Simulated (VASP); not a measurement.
# Zn in VASP: a series of runs, part 2 of 2

VASP 6.6.1. The steps go on from the part before.

## Step 5: Single point, PBE

This run uses another cell than the first one, of 15.13 Å³/atom, 0.988 times its volume.

The input, INCAR:

```
PREC = Accurate
ENCUT = 520
EDIFF = 1E-6
ISMEAR = -1
SIGMA = 0.05
LREAL = False
LASPH = True
NELM = 80
ALGO = Normal
ISIF = 2
LWAVE = False
LCHARG = False
GGA = PE
NBANDS = 12
```

The input, KPOINTS:

```
regular mesh
0
Gamma
  12 12 12
```

The input, POSCAR:

```
Zn
1.0
    0.0000000000      1.9631085851      1.9631085851
    1.9631085851      0.0000000000      1.9631085851
    1.9631085851      1.9631085851      0.0000000000
Zn
1
Direct
    0.0000000000      0.0000000000      0.0000000000
```

Potentials or basis: VASP PAW PBE potentials, release 64 (Zn).

Command:

```
> cat potpaw_PBE.64/Zn/POTCAR > POTCAR
> mpirun -np 1 vasp_std > vasp.out
```

OUTCAR:

```text
PREC = Accurate
   ENCUT = 520
   EDIFF = 1E-6
   ISMEAR = -1
   LREAL = False
   LASPH = True
   NELM = 80
   ISIF = 2
   GGA = PE

 ion  position               nearest neighbor table
   1  0.000  0.000  0.000-

  LATTYP: Found a face centered cubic cell.
 ALAT       =     3.9262171702

  Lattice vectors:

 A1 = (   0.0000000000,   1.9631085851,   1.9631085851)
 A2 = (   1.9631085851,   0.0000000000,   1.9631085851)
 A3 = (   1.9631085851,   1.9631085851,   0.0000000000)

Analysis of symmetry for initial positions (statically):
=====================================================================
 Subroutine PRICEL returns:
 Original cell was already a primitive cell.

 Routine SETGRP: Setting up the symmetry group for a
 face centered cubic supercell.

 Subroutine GETGRP returns: Found 48 space group operations
 (whereof 48 operations were pure point group operations)
 out of a pool of 48 trial point group operations.

The static configuration has the point symmetry O_h .

Analysis of symmetry for dynamics (positions and initial velocities):
=====================================================================
 Subroutine PRICEL returns:
 Original cell was already a primitive cell.

 Routine SETGRP: Setting up the symmetry group for a
 face centered cubic supercell.

 Subroutine GETGRP returns: Found 48 space group operations
 (whereof 48 operations were pure point group operations)
 out of a pool of 48 trial point group operations.

The dynamic configuration has the point symmetry O_h .

 Subroutine INISYM returns: Found 48 space group operations
 (whereof 48 operations are pure point group operations),
 and found     1 'primitive' translations

----------------------------------------------------------------------------------------

                                     Primitive cell

  volume of cell :      15.1308

  direct lattice vectors                    reciprocal lattice vectors
     0.000000000  1.963108585  1.963108585    -0.254698086  0.254698086  0.254698086
     1.963108585  0.000000000  1.963108585     0.254698086 -0.254698086  0.254698086
     1.963108585  1.963108585  0.000000000     0.254698086  0.254698086 -0.254698086

  length of vectors
     2.776254785  2.776254785  2.776254785     0.441150026  0.441150026  0.441150026

  position of ions in fractional coordinates (direct lattice)
     0.000000000  0.000000000  0.000000000

  ion indices of the primitive-cell ions
   primitive index   ion index
                 1           1

----------------------------------------------------------------------------------------

 KPOINTS: regular mesh

Automatic generation of k-mesh.
 Grid dimensions read from file:
 generate k-points for:   12   12   12

 Generating k-lattice:

  Cartesian coordinates                     Fractional coordinates (reciprocal lattice)
    -0.021224841  0.021224841  0.021224841     0.083333333  0.000000000  0.000000000
     0.021224841 -0.021224841  0.021224841     0.000000000  0.083333333  0.000000000
     0.021224841  0.021224841 -0.021224841     0.000000000  0.000000000  0.083333333

  Length of vectors
     0.036762502  0.036762502  0.036762502

  Shift w.r.t. Gamma in fractional coordinates (k-lattice)
     0.000000000  0.000000000  0.000000000

 Subroutine IBZKPT returns following result:
 ===========================================

 Found     72 irreducible k-points:

 Following reciprocal coordinates:
            Coordinates               Weight
  0.000000  0.000000  0.000000      1.000000
  0.083333  0.000000  0.000000      8.000000
  0.166667  0.000000  0.000000      8.000000
  0.250000  0.000000  0.000000      8.000000
  0.333333  0.000000  0.000000      8.000000
  0.416667  0.000000  0.000000      8.000000
[... 16 lines left out ...]
  0.500000  0.166667  0.000000     24.000000
 -0.416667  0.166667  0.000000     24.000000
 [... further k-points ...]
   k-points           NKPTS =     72   k-points in BZ     NKDIM =     72   number of bands    NBANDS=     12
   number of dos      NEDOS =    301   number of ions     NIONS =      1
   total plane-waves  NPLWV =  13824
   dimension x,y,z NGX =    24 NGY =   24 NGZ =   24
   dimension x,y,z NGXF=    48 NGYF=   48 NGZF=   48
   ions per type =               1
   NGX,Y,Z   is equivalent  to a cutoff of  14.37, 14.37, 14.37 a.u.
   NGXF,Y,Z  is equivalent  to a cutoff of  28.74, 28.74, 28.74 a.u.
 SYSTEM =  unknown system
   PREC   = accura    normal or accurate (medium, high low for compatibility)
   ISTART =      0    job   : 0-new  1-cont  2-samecut
   ICHARG =      2    charge: 1-file 2-atom 10-const
   ISPIN  =      1    spin polarized calculation?
   LNONCOLLINEAR =      F non collinear calculations
   LSORBIT =      F    spin-orbit coupling
   LASPH  =      T    aspherical Exc in radial PAW
   ENCUT  =  520.0 eV  38.22 Ry    6.18 a.u.   5.16  5.16  5.16*2*pi/ulx,y,z
   NELM   =     80;   NELMIN=  2; NELMDL= -5     # of ELM steps
   EDIFF  = 0.1E-05   stopping-criterion for ELM
   LREAL  =      F    real-space projection
   EDIFFG = 0.1E-04   stopping-criterion for IOM
   NSW    =      0    number of steps for IOM
   IBRION =     -1    ionic relax: 0-MD 1-quasi-New 2-CG
   NFREE  =      0    steps in history (QN), initial steepest desc. (CG)
   ISIF   =      2    stress and relaxation
   ISYM   =      2    0-nonsym 1-usesym 2-fastsym
   POTIM  = 0.5000    time-step for ionic-motion
   TEBEG  =    0.0;   TEEND  =   0.0 temperature during run
   PSTRESS=    0.0 pullay stress
   NELECT =      12.0000    total number of electrons
   NUPDOWN=      -1.0000    fix difference up-down
   EMIN   =  10.00;   EMAX   =-10.00  energy-range for DOS
   EFERMI =   0.00;   METHOD = LEGACY
   ISMEAR =    -1;   SIGMA  =   0.05  broadening in eV -4-tet -1-fermi 0-gaus
   EFERMI_NEDOS =   21; number of points for ismear=-14 and -15
   IALGO  =     38    algorithm
   IMIX   =      4    mixing-type and parameters
     AMIX     =   0.40;   BMIX     =  1.00
     AMIX_MAG =   1.60;   BMIX_MAG =  1.00
  volume/ion in A,a.u.               =      15.13       102.11
  Fermi-wavevector in a.u.,A,eV,Ry     =   1.515355  2.863605 31.243050  2.296299
  Thomas-Fermi vector in A             =   2.624889
   LORBIT       =      0    0 simple, 1 ext, 2 COOP (PROOUT), +10 PAW based schemes
   GGA     = PE    functional components
   LHFCALC =     F    Hartree Fock is set to
   AEXX    =    0.0000 exact exchange contribution
   IVDW    =     0    specifies the selected vdW correction
   LEPSILON=     F    determine dielectric tensor
   LRPA    =     F    only Hartree local field effects (RPA)
 non-spin polarized calculation
  energy-cutoff  :      520.00
  volume of cell :       15.13
 maximum number of plane-waves:       419
 NGX is ok and might be reduce to    24
   NGX = 11   NGY = 11   NGZ = 11

 number of electron      12.0000009 magnetization

 Free energy of the ion-electron system (eV)
  ---------------------------------------------------
  ext. energy  EPLUGINS =         0.00000000
  ---------------------------------------------------
  free energy    TOTEN  =        -1.07721988 eV

  energy without entropy =       -1.07387521  energy(sigma->0) =       -1.07554754

 E-fermi :   3.0551     XC(G=0): -11.5910

 val. band max:        2.9433456669   @ k =  -0.4167   0.3333   0.0000
 cond. band min:       3.0840536882   @ k =  -0.4167   0.0833   0.0000
 fundamental gap:      0.1407080214
 Fermi energy:         3.0550793659

 k-point     1 :       0.0000    0.0000    0.0000
  band No.  band energies     occupation
      1      -7.2734      2.00000
      2      -4.5302      2.00000
      3      -4.5302      2.00000
      4      -4.5302      2.00000
      5      -4.1489      2.00000
      6      -4.1489      2.00000
      7      21.4069      0.00000
      8      21.4069      0.00000
      9      21.4069      0.00000
     10      22.0129      0.00000
     11      24.1798      0.00000
     12      24.1798      0.00000

 k-point     2 :       0.0833    0.0000    0.0000
  band No.  band energies     occupation
      1      -7.0640      2.00000
      2      -4.5466      2.00000
      3      -4.5069      2.00000
      4      -4.5069      2.00000
      5      -4.1552      2.00000
      6      -4.1552      2.00000
      7      18.3177      0.00000
      8      20.7970      0.00000
      9      20.7970      0.00000
     10      21.7756      0.00000
     11      25.1450      0.00000
     12      25.1450      0.00000
[... 316 lines left out ...]
 k-point    24 :      -0.4167    0.1667    0.0000
  band No.  band energies     occupation
      1      -5.0391      2.00000
      2      -4.6192      2.00000
      3      -4.3914      2.00000
      4      -4.1823      2.00000
      5      -3.9084      2.00000
      6       0.8039      2.00000
      7       2.7210      1.99749
      8      12.5058      0.00000
      9      16.2071      0.00000
     10      18.5326      0.00000
     11      25.5570      0.00000
     12      26.6482      0.00000

 [... further k-points ...]
[... 5 lines left out ...]
  --------------------------------------------------------------------------------------
  -------------------------------------------------------------------------------------
  Total        0.0382427      0.0382427      0.0382427      0.0000000     -0.0000000     -0.0000000
  in kB        4.0494484      4.0494484      4.0494484      0.0000000     -0.0000000     -0.0000000
  external PRESSURE =       4.0494484 kB  Pullay stress =       0.0000000 kB

 VOLUME and BASIS-vectors are now :
 -----------------------------------------------------------------------------
  energy-cutoff  :      520.00
  volume of cell :       15.13
      direct lattice vectors                 reciprocal lattice vectors
     0.000000000  1.963108585  1.963108585    -0.254698086  0.254698086  0.254698086
     1.963108585  0.000000000  1.963108585     0.254698086 -0.254698086  0.254698086
     1.963108585  1.963108585  0.000000000     0.254698086  0.254698086 -0.254698086

 POSITION                                       TOTAL-FORCE (eV/Angst)
 -----------------------------------------------------------------------------------
      0.00000      0.00000      0.00000         0.000000      0.000000      0.000000
 -----------------------------------------------------------------------------------
    total drift:                                0.000000     -0.000000     -0.000000

  FREE ENERGIE OF THE ION-ELECTRON SYSTEM (eV)
  ---------------------------------------------------
  free  energy   TOTEN  =        -1.0772198797 eV

  energy  without entropy=       -1.0738752079  energy(sigma->0) =       -1.07554754
```

stdout:

```text
POSCAR found type information on POSCAR Zn
 POSCAR found :  1 types and       1 ions
 scaLAPACK will be used
 LDA part: xc-table for (Slater+PW92), standard interpolation
 POSCAR, INCAR and KPOINTS ok, starting setup
 FFT: planning ... GRIDC
 FFT: planning ... GRID_SOFT
 FFT: planning ... GRID
 WAVECAR not read
 entering main loop
```

Run time: 23 s. Hardware: 1 thread of AMD EPYC 7R43 (Zen 3), shared host; peak memory 0.11 GiB.

What came out:

```yaml
Free_energy: -1.0772 eV
Pressure: 0.4 GPa
Band_gap_on_the_k_mesh: zero (band 6 reaches 5.35 eV, above the bottom of band 7 at 1.72 eV)
```

## Step 6: Relaxation of cell and atoms, PBE

This run uses another cell than the first one, of 15.17 Å³/atom, 0.990 times its volume.

The input, INCAR:

```
SYSTEM = Zn
PREC = Accurate
ENCUT = 600
EDIFF = 1E-6
ISMEAR = -1
SIGMA = 0.05
LREAL = .FALSE.
LASPH = .TRUE.
NELM = 80
ALGO = Fast
ISIF = 3
LWAVE = .FALSE.
LCHARG = .FALSE.
GGA = PE
IBRION = 2
NSW = 60
EDIFFG = -0.01
```

The input, KPOINTS:

```
regular mesh
0
G
  12 12 12
  0 0 0
```

The input, POSCAR:

```
Zn
1.0
    0.0000000000      1.9647760000      1.9647760000
    1.9647760000      0.0000000000      1.9647760000
    1.9647760000      1.9647760000      0.0000000000
Zn
1
Direct
    0.0000000000      0.0000000000      0.0000000000
```

Potentials or basis: VASP PAW PBE potentials, release 64 (Zn).

Command:

```
> cat potpaw_PBE.64/Zn/POTCAR > POTCAR
> mpirun -np 1 vasp_std > vasp.out
```

Wall time 19 s (1 thread of AMD EPYC 7R43 (Zen 3), shared host); peak memory 0.1 GiB.

Results (log left out):

```
Free energy             : -1.0770 eV
Pressure after relaxing : 0.0 GPa
Band gap on the k mesh  : zero (band 6 reaches 5.33 eV, above the bottom of band 7 at 1.70 eV)
```

Final structure:
```yaml
crystal:
  lattice:
    - [0.00000, 1.96478, 1.96478]
    - [1.96478, 0.00000, 1.96478]
    - [1.96478, 1.96478, 0.00000]
  atoms:
    - { symbol: Zn, position: [0.00000, 0.00000, 0.00000] }
```

Levels at points of the mesh, in eV from the Fermi level:
```csv
k point,band 3,band 4,band 5,band 6,band 7,band 8,band 9,band 10
"(0.00, 0.00, 0.00)",-7.58,-7.58,-7.20,-7.20,18.32,18.32,18.32,18.94
"(0.50, 0.00, 0.00)",-7.58,-6.92,-6.92,-2.85,-1.34,15.30,15.30,17.48
"(0.50, 0.50, 0.00)",-6.93,-6.84,-6.84,-0.95,1.77,8.48,8.48,12.12
```

Caveat: the relaxation stopped at its first step, so nothing moved.

## Step 7: Summary

```tsv
task	level	cell	k mesh	cutoff (eV)	gap on the mesh (eV)	pressure (GPa)
single point	PBEsol	a = 2.793, b = 2.793, c = 2.779 Å, angles 60.2, 60.2, 59.7°, 1 atom	10 × 10 × 10	520	none	-5.6
single point	PBEsol	a = 2.807, b = 2.807, c = 2.779 Å, angles 60.3, 60.3, 59.3°, 1 atom	10 × 10 × 10	520	none	-6.1
single point	PBEsol	a = 2.835, b = 2.835, c = 2.779 Å, angles 60.7, 60.7, 58.7°, 1 atom	10 × 10 × 10	520	none	-6.9
single point	PBE	a = 2.776 Å, angles 60.0°, 1 atom	12 × 12 × 12	520	none	0.4
relaxation of cell and atoms	PBE	relaxed from a = 2.779 Å, angles 60.0°, 1 atom	12 × 12 × 12	600	none	0.0
```

Alike in all rows: potentials or basis VASP PAW PBE potentials, release 64 (Zn); no spin polarisation; smearing fermi-dirac 0.05 eV.

Caveats: the PAW data sets were made with another functional, which shifts forces and pressure a little (some runs); the relaxation stopped at its first step, so nothing moved (some runs).

Absolute energies hang on the potentials; compare differences alone.
